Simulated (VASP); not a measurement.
# CrO2 (P-42_1m) in VASP: single point with PBEsol

Aim: the single point of CrO2 with PBEsol.

All numbers are computed with VASP 6.6.1; they aren't measurements. Logs are shortened: lines on timing, memory, paths and dates and some standing lists are left out, and cuts for length are marked.

## 1. The cell of the first run

It takes space group P-42_1m (No. 113, tetragonal). Conventional cell: a = 4.471 Å, b = 4.471 Å, c = 2.995 Å, α = 90.00°, β = 90.00°, γ = 90.00°. Cr (site symmetry 2mm) has 6 O at 1.89 to 1.99 Å within 2.5 Å. Within 2.6 Å of O (site symmetry m) lie 3 Cr at 1.89 to 1.99 Å and 1 O at 2.55 Å.

## 2. Single point, PBEsol, collinear spin, ferromagnetic start

INCAR reads:

```
SYSTEM = CrO2
PREC     = Accurate       ! precision mode
ENCUT    = 600            ! plane-wave cutoff, eV
EDIFF    = 1E-6           ! SCF threshold, eV
ISMEAR   = -1             ! smearing method
SIGMA    = 0.025          ! smearing width, eV
LREAL    = .False.        ! projectors in reciprocal space
LASPH    = .True.         ! aspherical terms in the spheres
NELM     = 200            ! most SCF steps
ALGO     = Normal         ! electronic algorithm
ISIF     = 2              ! what is computed and relaxed
LWAVE    = .False.        ! write WAVECAR
LCHARG   = .True.         ! write CHGCAR
ISPIN    = 2              ! spin polarisation
MAGMOM   = 3 3 0 0 0 0    ! initial moments
LORBIT   = 11             ! projections on sites
LMAXMIX  = 4              ! l up to which the mixer works
GGA      = PS             ! functional
LELF     = .True.         ! ELF
LVHAR    = .True.       
NBANDS   = 37             ! bands
GGA_COMPAT= .False.
```

KPOINTS reads:

```
Automatic mesh
0
Gamma
  4 4 6
  0.5 0.5 0.5
```

POSCAR reads:

```
CrO2
1.0
    4.4713400000      0.0000000000      0.0000000000
    0.0000000000      4.4713400000      0.0000000000
    0.0000000000      0.0000000000      2.9951800000
Cr O
2 4
Direct
    0.0000000000      0.5000000000      0.2384500000
    0.5000000000      0.0000000000      0.7615500000
    0.7017100000      0.2017100000      0.2536200000
    0.2982900000      0.7982900000      0.2536200000
    0.2017100000      0.2982900000      0.7463800000
    0.7982900000      0.7017100000      0.7463800000
```

Potentials or basis: VASP PAW PBE potentials, release 64 (Cr_pv, O).

On the command line:

```bash
$ cat potpaw_PBE.64/Cr_pv/POTCAR potpaw_PBE.64/O/POTCAR > POTCAR
$ mpirun -np 1 vasp_std > vasp.out
```

OUTCAR:

```text
SYSTEM = CrO2
   PREC = Accurate
   ENCUT = 600
   EDIFF = 1E-6
   ISMEAR = -1
   LREAL = .False.
   LASPH = .True.
   NELM = 200
   ISIF = 2
   ISPIN = 2
   LORBIT = 11
   GGA = PS

 ion  position               nearest neighbor table
   1  0.000  0.500  0.238-   3 1.89   4 1.89   5 1.95   6 1.95   5 1.99   6 1.99
   2  0.500  0.000  0.762-   5 1.89   6 1.89   3 1.95   4 1.95   3 1.99   4 1.99
   3  0.702  0.202  0.254-   1 1.89   2 1.95   2 1.99
   4  0.298  0.798  0.254-   1 1.89   2 1.95   2 1.99
   5  0.202  0.298  0.746-   2 1.89   1 1.95   1 1.99
   6  0.798  0.702  0.746-   2 1.89   1 1.95   1 1.99

  LATTYP: Found a simple tetragonal cell.
 ALAT       =     4.4713400000
 C/A-ratio  =     0.6698618311

  Lattice vectors:

 A1 = (   4.4713400000,   0.0000000000,   0.0000000000)
 A2 = (   0.0000000000,   4.4713400000,   0.0000000000)
 A3 = (   0.0000000000,   0.0000000000,   2.9951800000)

Analysis of symmetry for initial positions (statically):
=====================================================================
 Subroutine PRICEL returns:
 Original cell was already a primitive cell.

 Routine SETGRP: Setting up the symmetry group for a
 simple tetragonal supercell.

 Subroutine GETGRP returns: Found  8 space group operations
 (whereof  4 operations were pure point group operations)
 out of a pool of 16 trial point group operations.

The static configuration has the point symmetry S_4 .
 The point group associated with its full space group is D_2d.

Analysis of symmetry for dynamics (positions and initial velocities):
=====================================================================
 Subroutine PRICEL returns:
 Original cell was already a primitive cell.

 Routine SETGRP: Setting up the symmetry group for a
 simple tetragonal supercell.

 Subroutine GETGRP returns: Found  8 space group operations
 (whereof  4 operations were pure point group operations)
 out of a pool of 16 trial point group operations.

The dynamic configuration has the point symmetry S_4 .
 The point group associated with its full space group is D_2d.

Analysis of structural, dynamic, and magnetic symmetry:
=====================================================================
 Subroutine PRICEL returns:
 Original cell was already a primitive cell.

 Routine SETGRP: Setting up the symmetry group for a
 simple tetragonal supercell.

 Subroutine GETGRP returns: Found  8 space group operations
 (whereof  4 operations were pure point group operations)
 out of a pool of 16 trial point group operations.

The overall configuration has the point symmetry S_4 .
 The point group associated with its full space group is D_2d.

 Subroutine INISYM returns: Found  8 space group operations
 (whereof  4 operations are pure point group operations),
 and found     1 'primitive' translations

----------------------------------------------------------------------------------------

                                     Primitive cell

  volume of cell :      59.8823

  direct lattice vectors                    reciprocal lattice vectors
     4.471340000  0.000000000  0.000000000     0.223646603  0.000000000  0.000000000
     0.000000000  4.471340000  0.000000000     0.000000000  0.223646603  0.000000000
     0.000000000  0.000000000  2.995180000     0.000000000  0.000000000  0.333869751

  length of vectors
     4.471340000  4.471340000  2.995180000     0.223646603  0.223646603  0.333869751

  position of ions in fractional coordinates (direct lattice)
     0.000000000  0.500000000  0.238450000
     0.500000000  0.000000000  0.761550000
     0.701710000  0.201710000  0.253620000
     0.298290000  0.798290000  0.253620000
     0.201710000  0.298290000  0.746380000
     0.798290000  0.701710000  0.746380000

  ion indices of the primitive-cell ions
   primitive index   ion index
                 1           1
                 2           2
                 3           3
                 4           4
                 5           5
                 6           6

----------------------------------------------------------------------------------------

 KPOINTS: Automatic mesh

Automatic generation of k-mesh.
 Grid dimensions read from file:
 generate k-points for:    4    4    6

 Generating k-lattice:

  Cartesian coordinates                     Fractional coordinates (reciprocal lattice)
     0.055911651  0.000000000  0.000000000     0.250000000  0.000000000  0.000000000
     0.000000000  0.055911651  0.000000000     0.000000000  0.250000000  0.000000000
     0.000000000  0.000000000  0.055644958     0.000000000  0.000000000  0.166666667

  Length of vectors
     0.055911651  0.055911651  0.055644958

  Shift w.r.t. Gamma in fractional coordinates (k-lattice)
     0.500000000  0.500000000  0.500000000

 Subroutine IBZKPT returns following result:
 ===========================================

 Found      9 irreducible k-points:

 Following reciprocal coordinates:
            Coordinates               Weight
  0.125000  0.125000  0.083333      8.000000
  0.375000  0.125000  0.083333     16.000000
  0.375000  0.375000  0.083333      8.000000
  0.125000  0.125000  0.250000      8.000000
  0.375000  0.125000  0.250000     16.000000
  0.375000  0.375000  0.250000      8.000000
  0.125000  0.125000  0.416667      8.000000
  0.375000  0.125000  0.416667     16.000000
  0.375000  0.375000  0.416667      8.000000
   k-points           NKPTS =      9   k-points in BZ     NKDIM =      9   number of bands    NBANDS=     37
   number of dos      NEDOS =    301   number of ions     NIONS =      6
   total plane-waves  NPLWV =  31104
   dimension x,y,z NGX =    36 NGY =   36 NGZ =   24
   dimension x,y,z NGXF=    72 NGYF=   72 NGZF=   48
   ions per type =               2   4
   NGX,Y,Z   is equivalent  to a cutoff of  13.38, 13.38, 13.32 a.u.
   NGXF,Y,Z  is equivalent  to a cutoff of  26.77, 26.77, 26.64 a.u.
 SYSTEM =  CrO2
   PREC   = accura    normal or accurate (medium, high low for compatibility)
   ISTART =      0    job   : 0-new  1-cont  2-samecut
   ICHARG =      2    charge: 1-file 2-atom 10-const
   ISPIN  =      2    spin polarized calculation?
   LNONCOLLINEAR =      F non collinear calculations
   LSORBIT =      F    spin-orbit coupling
   LASPH  =      T    aspherical Exc in radial PAW
   ENCUT  =  600.0 eV  44.10 Ry    6.64 a.u.   8.93  8.93  5.98*2*pi/ulx,y,z
   NELM   =    200;   NELMIN=  2; NELMDL= -5     # of ELM steps
   EDIFF  = 0.1E-05   stopping-criterion for ELM
   LREAL  =      F    real-space projection
   EDIFFG = 0.1E-04   stopping-criterion for IOM
   NSW    =      0    number of steps for IOM
   IBRION =     -1    ionic relax: 0-MD 1-quasi-New 2-CG
   NFREE  =      0    steps in history (QN), initial steepest desc. (CG)
   ISIF   =      2    stress and relaxation
   ISYM   =      2    0-nonsym 1-usesym 2-fastsym
   POTIM  = 0.5000    time-step for ionic-motion
   TEBEG  =    0.0;   TEEND  =   0.0 temperature during run
   PSTRESS=    0.0 pullay stress
   NELECT =      48.0000    total number of electrons
   NUPDOWN=      -1.0000    fix difference up-down
   EMIN   =  10.00;   EMAX   =-10.00  energy-range for DOS
   EFERMI =   0.00;   METHOD = LEGACY
   ISMEAR =    -1;   SIGMA  =   0.03  broadening in eV -4-tet -1-fermi 0-gaus
   EFERMI_NEDOS =   21; number of points for ismear=-14 and -15
   IALGO  =     38    algorithm
   IMIX   =      4    mixing-type and parameters
     AMIX     =   0.40;   BMIX     =  1.00
     AMIX_MAG =   1.60;   BMIX_MAG =  1.00
  volume/ion in A,a.u.               =       9.98        67.35
  Fermi-wavevector in a.u.,A,eV,Ry     =   1.520743  2.873787 31.465637  2.312659
  Thomas-Fermi vector in A             =   2.629552
   LORBIT       =     11    0 simple, 1 ext, 2 COOP (PROOUT), +10 PAW based schemes
   GGA     = PS    functional components
   LHFCALC =     F    Hartree Fock is set to
   AEXX    =    0.0000 exact exchange contribution
   IVDW    =     0    specifies the selected vdW correction
   LEPSILON=     F    determine dielectric tensor
   LRPA    =     F    only Hartree local field effects (RPA)
 spin polarized calculation
  energy-cutoff  :      600.00
  volume of cell :       59.88
 maximum number of plane-waves:      2012
 NGX is ok and might be reduce to    36
   NGX = 17   NGY = 17   NGZ = 11

 number of electron      48.0000025 magnetization       3.9998957

 Free energy of the ion-electron system (eV)
  ---------------------------------------------------
  ext. energy  EPLUGINS =         0.00000000
  ---------------------------------------------------
  free energy    TOTEN  =       -52.75601056 eV

  energy without entropy =      -52.75266682  energy(sigma->0) =      -52.75433869

 E-fermi :   4.9394     XC(G=0): -11.9336

 val. band max:        4.8970573465   @ k =   0.1250   0.1250   0.2500
 cond. band min:       4.9672090944   @ k =   0.3750   0.3750   0.4167
 fundamental gap:      0.0701517479
 Fermi energy:         4.9394369589

 spin component 1

 k-point     1 :       0.1250    0.1250    0.0833
  band No.  band energies     occupation
      1     -39.8395      1.00000
      2     -39.8375      1.00000
      3     -39.7296      1.00000
      4     -39.7275      1.00000
      5     -39.6298      1.00000
      6     -39.6198      1.00000
[... 28 lines left out ...]
     35      12.5709      0.00000
     36      15.5433      0.00000
[... 280 lines left out ...]
      5     -39.7144      1.00000
      6     -39.7126      1.00000
[... 28 lines left out ...]
     35      15.9309      0.00000
     36      16.4669      0.00000
 Fermi energy:         4.9394369589

 spin component 2

 k-point     1 :       0.1250    0.1250    0.0833
  band No.  band energies     occupation
      1     -37.8279      1.00000
      2     -37.8269      1.00000
      3     -37.5043      1.00000
      4     -37.5032      1.00000
      5     -37.2243      1.00000
      6     -37.2123      1.00000
[... 28 lines left out ...]
     35      12.8972      0.00000
     36      15.9725      0.00000
[... 280 lines left out ...]
      5     -37.3347      1.00000
      6     -37.3341      1.00000
[... 28 lines left out ...]
     35      16.0912      0.00000
     36      16.5847      0.00000
 [bands above 36 left out]

------------------------ aborting loop because EDIFF is reached ----------------------------------------

  FORCE on cell =-STRESS in cart. coord.  units (eV):
  Direction    XX          YY          ZZ          XY          YZ          ZX
  --------------------------------------------------------------------------------------
  -------------------------------------------------------------------------------------
  Total       -5.5013735     -5.5013735     -7.8864546      0.0000000      0.0000000      0.0000000
  in kB     -147.1917248   -147.1917248   -211.0056437      0.0000000      0.0000000      0.0000000
  external PRESSURE =    -168.4630311 kB  Pullay stress =       0.0000000 kB

 VOLUME and BASIS-vectors are now :
 -----------------------------------------------------------------------------
  energy-cutoff  :      600.00
  volume of cell :       59.88
      direct lattice vectors                 reciprocal lattice vectors
     4.471340000  0.000000000  0.000000000     0.223646603  0.000000000  0.000000000
     0.000000000  4.471340000  0.000000000     0.000000000  0.223646603  0.000000000
     0.000000000  0.000000000  2.995180000     0.000000000  0.000000000  0.333869751

 POSITION                                       TOTAL-FORCE (eV/Angst)
 -----------------------------------------------------------------------------------
      0.00000      2.23567      0.71420         0.000000     -0.000000      0.117106
      2.23567      0.00000      2.28098         0.000000     -0.000000     -0.117106
      3.13758      0.90191      0.75964        -0.422074     -0.422074     -0.103106
      1.33376      3.56943      0.75964         0.422074      0.422074     -0.103106
      0.90191      1.33376      2.23554        -0.422074      0.422074      0.103106
      3.56943      3.13758      2.23554         0.422074     -0.422074      0.103106
 -----------------------------------------------------------------------------------
    total drift:                               -0.000000     -0.000000     -0.000000

  FREE ENERGIE OF THE ION-ELECTRON SYSTEM (eV)
  ---------------------------------------------------
  free  energy   TOTEN  =       -52.7560105626 eV

  energy  without entropy=      -52.7526668206  energy(sigma->0) =      -52.75433869

 total charge

# of ion       s       p       d       tot
------------------------------------------
    1        0.340   6.425   3.975  10.740
    2        0.340   6.425   3.975  10.740
    3        1.561   3.415   0.000   4.976
    4        1.561   3.415   0.000   4.976
    5        1.561   3.415   0.000   4.976
    6        1.561   3.415   0.000   4.976
--------------------------------------------------
tot          6.925  26.508   7.950  41.382

 magnetization (x)

# of ion       s       p       d       tot
------------------------------------------
    1        0.022   0.030   2.074   2.126
    2        0.022   0.030   2.074   2.126
    3       -0.003  -0.089   0.000  -0.092
    4       -0.003  -0.089   0.000  -0.092
    5       -0.003  -0.089   0.000  -0.092
    6       -0.003  -0.089   0.000  -0.092
--------------------------------------------------
tot          0.031  -0.296   4.149   3.883
```

Run time: 92 s. Hardware: 1 thread of Intel Xeon 8259CL, shared host; peak memory 0.21 GiB.

Results:

| Quantity | Value |
| --- | --- |
| Free energy | -52.7560 eV |
| Pressure | -16.8 GPa |
| Largest force | 0.606 eV/Å |
| Band gap on the k mesh | zero (filled and empty bands overlap) |
| Net moment | 4.00 μB per cell |
| Site moments | Cr +2.13; O -0.09 μB |
| Valence electrons inside the program's atomic spheres | Cr 10.74; O 4.98 |

Forces on the atoms (eV/Å):
```
Cr   0.000  0.000  0.117
Cr   0.000  0.000 -0.117
O   -0.422 -0.422 -0.103
O    0.422  0.422 -0.103
O   -0.422  0.422  0.103
O    0.422 -0.422  0.103
```

Levels at points of the mesh, in eV from the Fermi level:
Spin up:
```
           k point  band 23  band 24  band 25  band 26  band 27  band 28  band 29  band 30
(0.12, 0.12, 0.08)    -1.19    -0.77    -0.76    -0.47    -0.32     0.98     1.47     2.98
```
Spin down:
```tsv
k point	band 19	band 20	band 21	band 22	band 23	band 24	band 25	band 26
(0.12, 0.12, 0.08)	-2.29	-1.69	-1.61	-1.02	0.94	1.10	1.36	1.44
```

Caveat: the stress differs along the axes, from -21 to -15 GPa; the PAW data sets were made with another functional, which shifts forces and pressure a little; semilocal functionals often make such compounds metallic where correlation or magnetic order opens a gap, which also shifts bond lengths; the run started ferromagnetic, and an antiferromagnetic order may lie lower in energy.

The gap in the log of VASP goes by the Fermi energy; the results here count the filled bands.